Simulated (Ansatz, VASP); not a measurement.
# K: VASP beside Ansatz

```xyz
1
Lattice="4.4087 0.0000 0.0000 0.0000 4.4087 0.0000 0.0000 0.0000 4.4087" Properties=species:S:1:pos:R:3 pbc="T T T"
K     0.0000    0.0000    0.0000
```

Alike in both runs: task single point; functional r2SCAN; k mesh 6 × 6 × 6; no spin polarisation.

```csv
,VASP,Ansatz
version,VASP 6.6.1,Ansatz 0.2.0
potentials or method,"VASP PAW PBE potentials, release 64 (K_sv), cutoff 520 eV","plane waves, PAW"
occupations,"methfessel-paxton of order 1, width 0.1 eV",cold
valence electrons in the cell,9,9
```

|  | VASP | Ansatz | Ansatz less VASP |
| --- | --- | --- | --- |
| pressure (GPa) | -0.2 | -0.2 | +0.02 |

VASP's potentials were made for PBE, not for r2SCAN.
